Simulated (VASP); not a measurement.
# SbP5 (P6/mmm) in VASP: further runs

The runs below take SbP5 through single point, relaxation of cell and atoms, with PBE.

All numbers are computed with VASP 6.6.1; they aren't measurements. Logs are shortened: lines on timing, memory, paths and dates and some standing lists are left out, and cuts for length are marked.

## (1) The cell of the first run

It takes space group P6/mmm (No. 191, hexagonal). The conventional cell has a = 4.811 Å, b = 4.811 Å, c = 5.433 Å, α = 90.00°, β = 90.00°, γ = 120.00°. Within 3.6 Å of Sb (site symmetry 6/mmm) lie 14 P at 2.72 to 3.00 Å. Within 3.0 Å of P (site symmetry 3m) lie 4 P at 2.26 to 2.78 Å and 3 Sb at 3.00 Å. P (site symmetry 6/mmm) has 2 Sb at 2.72 Å and 12 P at 3.20 Å within 3.6 Å.

The cell was generated, and may not be a known phase.

## (2) Single point, PBE

Input file INCAR:

```
SYSTEM = SbP5
  PREC = Accurate
  ENCUT = 520
  EDIFF = 1E-7
  ISMEAR = 0
  SIGMA = 0.1
  LREAL = .False.
  LASPH = .True.
  NELM = 60
  ALGO = Normal
  ISIF = 2
  LWAVE = .False.
  LCHARG = .False.
  GGA = PE
  NBANDS = 24
```

Input file KPOINTS:

```
Automatic mesh
0
Gamma
  12 12 8
  0 0 0
```

Input file POSCAR:

```
SbP5
1.0
    4.8113962854      0.0000000000      0.0000000000
   -2.4056981427      4.1667914108      0.0000000000
    0.0000000000      0.0000000000      5.4329563989
Sb P
1 5
Direct
    0.0000000000      0.0000000000      0.5000000000
    0.3333333333      0.6666666667      0.7077631631
    0.6666666667      0.3333333333      0.7077631631
    0.6666666667      0.3333333333      0.2922368369
    0.3333333333      0.6666666667      0.2922368369
    0.0000000000      0.0000000000      0.0000000000
```

Potentials or basis: VASP PAW PBE potentials, release 64 (Sb, P).

Run with:

```sh
$ cat potpaw_PBE.64/Sb/POTCAR potpaw_PBE.64/P/POTCAR > POTCAR
$ mpirun -np 1 vasp_std > vasp.out
```

OUTCAR:

```text
SYSTEM = SbP5
   PREC = Accurate
   ENCUT = 520
   EDIFF = 1E-7
   ISMEAR = 0
   LREAL = .False.
   LASPH = .True.
   NELM = 60
   ISIF = 2
   GGA = PE

 ion  position               nearest neighbor table
   1  0.000  0.000  0.500-   6 2.72   6 2.72   4 3.00   5 3.00   2 3.00   3 3.00   2 3.00   5 3.00
                             3 3.00   4 3.00   3 3.00   4 3.00   2 3.00   5 3.00
   2  0.333  0.667  0.708-   5 2.26   3 2.78   3 2.78   3 2.78   1 3.00   1 3.00   1 3.00
   3  0.667  0.333  0.708-   4 2.26   2 2.78   2 2.78   2 2.78   1 3.00   1 3.00   1 3.00
   4  0.667  0.333  0.292-   3 2.26   5 2.78   5 2.78   5 2.78   1 3.00   1 3.00   1 3.00
   5  0.333  0.667  0.292-   2 2.26   4 2.78   4 2.78   4 2.78   1 3.00   1 3.00   1 3.00
   6  0.000  0.000  0.000-   1 2.72   1 2.72

  LATTYP: Found a hexagonal cell.
 ALAT       =     4.8113962854
 C/A-ratio  =     1.1291849760

  Lattice vectors:

 A1 = (   4.8113962854,   0.0000000000,   0.0000000000)
 A2 = (  -2.4056981427,   4.1667914108,   0.0000000000)
 A3 = (   0.0000000000,   0.0000000000,   5.4329563989)

Analysis of symmetry for initial positions (statically):
=====================================================================
 Subroutine PRICEL returns:
 Original cell was already a primitive cell.

 Routine SETGRP: Setting up the symmetry group for a
 hexagonal supercell.

 Subroutine GETGRP returns: Found 24 space group operations
 (whereof 24 operations were pure point group operations)
 out of a pool of 24 trial point group operations.

The static configuration has the point symmetry D_6h.

Analysis of symmetry for dynamics (positions and initial velocities):
=====================================================================
 Subroutine PRICEL returns:
 Original cell was already a primitive cell.

 Routine SETGRP: Setting up the symmetry group for a
 hexagonal supercell.

 Subroutine GETGRP returns: Found 24 space group operations
 (whereof 24 operations were pure point group operations)
 out of a pool of 24 trial point group operations.

The dynamic configuration has the point symmetry D_6h.

 Subroutine INISYM returns: Found 24 space group operations
 (whereof 24 operations are pure point group operations),
 and found     1 'primitive' translations

----------------------------------------------------------------------------------------

                                     Primitive cell

  volume of cell :     108.9204

  direct lattice vectors                    reciprocal lattice vectors
     4.811396285  0.000000000  0.000000000     0.207839874  0.119996407  0.000000000
    -2.405698143  4.166791411  0.000000000     0.000000000  0.239992815  0.000000000
     0.000000000  0.000000000  5.432956399     0.000000000  0.000000000  0.184061849

  length of vectors
     4.811396285  4.811396285  5.432956399     0.239992815  0.239992815  0.184061849

  position of ions in fractional coordinates (direct lattice)
     0.000000000  0.000000000  0.500000000
     0.333333333  0.666666667  0.707763163
     0.666666667  0.333333333  0.707763163
     0.666666667  0.333333333  0.292236837
     0.333333333  0.666666667  0.292236837
     0.000000000  0.000000000  0.000000000

  ion indices of the primitive-cell ions
   primitive index   ion index
                 1           1
                 2           2
                 3           3
                 4           4
                 5           5
                 6           6

----------------------------------------------------------------------------------------

 KPOINTS: Automatic mesh

Automatic generation of k-mesh.
 Grid dimensions read from file:
 generate k-points for:   12   12    8

 Generating k-lattice:

  Cartesian coordinates                     Fractional coordinates (reciprocal lattice)
     0.017319990  0.009999701  0.000000000     0.083333333  0.000000000  0.000000000
     0.000000000  0.019999401  0.000000000     0.000000000  0.083333333  0.000000000
     0.000000000  0.000000000  0.023007731     0.000000000  0.000000000  0.125000000

  Length of vectors
     0.019999401  0.019999401  0.023007731

  Shift w.r.t. Gamma in fractional coordinates (k-lattice)
     0.000000000  0.000000000  0.000000000

 Subroutine IBZKPT returns following result:
 ===========================================

 Found     95 irreducible k-points:

 Following reciprocal coordinates:
            Coordinates               Weight
  0.000000  0.000000  0.000000      1.000000
  0.083333 -0.000000  0.000000      6.000000
  0.166667  0.000000  0.000000      6.000000
  0.250000  0.000000  0.000000      6.000000
  0.333333  0.000000  0.000000      6.000000
  0.416667  0.000000  0.000000      6.000000
[... 16 lines left out ...]
  0.250000  0.000000  0.125000     12.000000
  0.333333  0.000000  0.125000     12.000000
 [... further k-points ...]
   k-points           NKPTS =     95   k-points in BZ     NKDIM =     95   number of bands    NBANDS=     24
   number of dos      NEDOS =    301   number of ions     NIONS =      6
   total plane-waves  NPLWV =  51840
   dimension x,y,z NGX =    36 NGY =   36 NGZ =   40
   dimension x,y,z NGXF=    72 NGYF=   72 NGZF=   80
   ions per type =               1   5
   NGX,Y,Z   is equivalent  to a cutoff of  12.44, 12.44, 12.24 a.u.
   NGXF,Y,Z  is equivalent  to a cutoff of  24.88, 24.88, 24.48 a.u.
 SYSTEM =  SbP5
   PREC   = accura    normal or accurate (medium, high low for compatibility)
   ISTART =      0    job   : 0-new  1-cont  2-samecut
   ICHARG =      2    charge: 1-file 2-atom 10-const
   ISPIN  =      1    spin polarized calculation?
   LNONCOLLINEAR =      F non collinear calculations
   LSORBIT =      F    spin-orbit coupling
   LASPH  =      T    aspherical Exc in radial PAW
   ENCUT  =  520.0 eV  38.22 Ry    6.18 a.u.   8.95  8.95 10.10*2*pi/ulx,y,z
   NELM   =     60;   NELMIN=  2; NELMDL= -5     # of ELM steps
   EDIFF  = 0.1E-06   stopping-criterion for ELM
   LREAL  =      F    real-space projection
   EDIFFG = 0.1E-05   stopping-criterion for IOM
   NSW    =      0    number of steps for IOM
   IBRION =     -1    ionic relax: 0-MD 1-quasi-New 2-CG
   NFREE  =      0    steps in history (QN), initial steepest desc. (CG)
   ISIF   =      2    stress and relaxation
   ISYM   =      2    0-nonsym 1-usesym 2-fastsym
   POTIM  = 0.5000    time-step for ionic-motion
   TEBEG  =    0.0;   TEEND  =   0.0 temperature during run
   PSTRESS=    0.0 pullay stress
   NELECT =      30.0000    total number of electrons
   NUPDOWN=      -1.0000    fix difference up-down
   EMIN   =  10.00;   EMAX   =-10.00  energy-range for DOS
   EFERMI =   0.00;   METHOD = LEGACY
   ISMEAR =     0;   SIGMA  =   0.10  broadening in eV -4-tet -1-fermi 0-gaus
   EFERMI_NEDOS =   21; number of points for ismear=-14 and -15
   IALGO  =     38    algorithm
   IMIX   =      4    mixing-type and parameters
     AMIX     =   0.40;   BMIX     =  1.00
     AMIX_MAG =   1.60;   BMIX_MAG =  1.00
  volume/ion in A,a.u.               =      18.15       122.51
  Fermi-wavevector in a.u.,A,eV,Ry     =   1.065154  2.012848 15.436518  1.134552
  Thomas-Fermi vector in A             =   2.200696
   LORBIT       =      0    0 simple, 1 ext, 2 COOP (PROOUT), +10 PAW based schemes
   GGA     = PE    functional components
   LHFCALC =     F    Hartree Fock is set to
   AEXX    =    0.0000 exact exchange contribution
   IVDW    =     0    specifies the selected vdW correction
   LEPSILON=     F    determine dielectric tensor
   LRPA    =     F    only Hartree local field effects (RPA)
 non-spin polarized calculation
 Gauss-broadening in eV      SIGMA  =   0.10
  energy-cutoff  :      520.00
  volume of cell :      108.92
 maximum number of plane-waves:      2976
 NGX is ok and might be reduce to    36
   NGX = 17   NGY = 17   NGZ = 21

 number of electron      30.0000002 magnetization

 Free energy of the ion-electron system (eV)
  ---------------------------------------------------
  ext. energy  EPLUGINS =         0.00000000
  ---------------------------------------------------
  free energy    TOTEN  =       -26.70614545 eV

  energy without entropy =      -26.68800875  energy(sigma->0) =      -26.69707710

 E-fermi :   7.9959     XC(G=0): -10.6786

 val. band max:        7.9942894659   @ k =   0.3333   0.0000   0.2500
 cond. band min:       8.0217484128   @ k =   0.3333   0.0000   0.5000
 fundamental gap:      0.0274589469
 Fermi energy:         7.9959067234

 k-point     1 :       0.0000    0.0000    0.0000
  band No.  band energies     occupation
      1      -7.0789      2.00000
      2      -2.4440      2.00000
      3      -2.0431      2.00000
      4      -1.8281      2.00000
      5       0.4047      2.00000
      6       2.5096      2.00000
[... 16 lines left out ...]
     23      13.5922      0.00000
     24      13.5922      0.00000

 k-point     2 :       0.0833   -0.0000    0.0000
  band No.  band energies     occupation
      1      -7.0241      2.00000
      2      -2.3928      2.00000
      3      -2.1648      2.00000
      4      -1.8740      2.00000
      5       0.2782      2.00000
      6       2.3392      2.00000
[... 16 lines left out ...]
     23      13.1379      0.00000
     24      13.4612      0.00000

 k-point     3 :       0.1667    0.0000    0.0000
  band No.  band energies     occupation
      1      -6.8601      2.00000
      2      -2.5228      2.00000
      3      -2.2405      2.00000
      4      -2.0152      2.00000
      5       0.0547      2.00000
      6       1.9075      2.00000
[... 16 lines left out ...]
     23      13.0220      0.00000
     24      13.1389      0.00000
[... 514 lines left out ...]
 k-point    23 :       0.2500    0.0000    0.1250
  band No.  band energies     occupation
      1      -6.5440      2.00000
      2      -3.0715      2.00000
      3      -2.5862      2.00000
      4      -1.8155      2.00000
      5       0.1396      2.00000
      6       1.1547      2.00000
[... 16 lines left out ...]
     23      13.5625      0.00000
     24      13.9162      0.00000

 k-point    24 :       0.3333    0.0000    0.1250
  band No.  band energies     occupation
      1      -6.1703      2.00000
      2      -3.7349      2.00000
      3      -2.4780      2.00000
      4      -1.8066      2.00000
      5       0.0170      2.00000
      6       0.6824      2.00000
[... 16 lines left out ...]
     23      13.6350      0.00000
     24      14.1378      0.00000

 [... further k-points ...]

------------------------ aborting loop because EDIFF is reached ----------------------------------------

  FORCE on cell =-STRESS in cart. coord.  units (eV):
  Direction    XX          YY          ZZ          XY          YZ          ZX
  --------------------------------------------------------------------------------------
  -------------------------------------------------------------------------------------
  Total       -0.0903759     -0.0903759     -0.1930065      0.0000000      0.0000000     -0.0000000
  in kB       -1.3293955     -1.3293955     -2.8390530      0.0000000      0.0000000     -0.0000000
  external PRESSURE =      -1.8326147 kB  Pullay stress =       0.0000000 kB

 VOLUME and BASIS-vectors are now :
 -----------------------------------------------------------------------------
  energy-cutoff  :      520.00
  volume of cell :      108.92
      direct lattice vectors                 reciprocal lattice vectors
     4.811396285  0.000000000  0.000000000     0.207839874  0.119996407  0.000000000
    -2.405698143  4.166791411  0.000000000     0.000000000  0.239992815  0.000000000
     0.000000000  0.000000000  5.432956399     0.000000000  0.000000000  0.184061849

 POSITION                                       TOTAL-FORCE (eV/Angst)
 -----------------------------------------------------------------------------------
      0.00000      0.00000      2.71648         0.000000      0.000000      0.000000
     -0.00000      2.77786      3.84525        -0.000000     -0.000000     -0.038208
      2.40570      1.38893      3.84525         0.000000      0.000000     -0.038208
      2.40570      1.38893      1.58771         0.000000      0.000000      0.038208
     -0.00000      2.77786      1.58771        -0.000000      0.000000      0.038208
      0.00000      0.00000      0.00000         0.000000      0.000000      0.000000
 -----------------------------------------------------------------------------------
    total drift:                                0.000000      0.000000      0.000000

  FREE ENERGIE OF THE ION-ELECTRON SYSTEM (eV)
  ---------------------------------------------------
  free  energy   TOTEN  =       -26.7061454532 eV

  energy  without entropy=      -26.6880087517  energy(sigma->0) =      -26.69707710
```

Wall time 2.9 min (1 thread of Intel Xeon Platinum 8488C (Sapphire Rapids), shared host); peak memory 0.35 GiB.

Results:

```
Free energy            : -26.7061 eV
Pressure               : -0.2 GPa
Largest force          : 0.038 eV/Å
Band gap on the k mesh : zero (bands 15 and 16 overlap by 2.27 eV)
```

Forces in eV/Å, atoms in the order of the input:
```
Sb   0.000  0.000  0.000
P    0.000  0.000 -0.038
P    0.000  0.000 -0.038
P    0.000  0.000  0.038
P    0.000  0.000  0.038
P    0.000  0.000  0.000
```

Caveat: spin-orbit coupling is left out, which moves the levels of the heavy elements.

(Part 1 of 2 ends here.)

The gap in the log of VASP goes by the Fermi energy; the results here count the filled bands.